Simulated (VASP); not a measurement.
Here is a VASP 6.6.1 calculation.

Contents of INCAR:

```
  PREC = Accurate
  ENCUT = 520
  EDIFF = 1E-6
  ISMEAR = 0
  SIGMA = 0.1
  LREAL = F
  LASPH = T
  NELM = 60
  ALGO = Normal
  ISIF = 2
  LWAVE = F
  LCHARG = F
  GGA = CA
  NBANDS = 24
```

KPOINTS

```
regular mesh
0
Gamma
  8 8 8
```

File POSCAR:

```
NbPd2
1.0
   -1.3841916006      1.9469406664      4.1399270852
    1.3841916006     -1.9469406664      4.1399270852
    1.3841916006      1.9469406664     -4.1399270852
Nb Pd
1 2
Direct
    0.0000000000      0.0000000000      0.0000000000
    0.6666468104      0.6666468104      0.0000000000
    0.3333531896      0.3333531896      0.0000000000
```

Potentials or basis: VASP PAW LDA potentials, release 64 (Nb_sv, Pd).

Command:

```console
$ cat potpaw_LDA.64/Nb_sv/POTCAR potpaw_LDA.64/Pd/POTCAR > POTCAR
$ mpirun -np 1 vasp_std > vasp.out
```

Q: What does it give for the largest force?

A: 0.020 eV/Å.

Q: Predict the band gap on the k mesh.

A: Zero (an odd number of electrons rules out a gap without spin polarisation).

Q: Predict the pressure.

A: 0.5 GPa.

Stress tensor (GPa, compression positive):
```
0.41 0.00 0.00
0.00 0.69 0.00
0.00 0.00 0.43
```
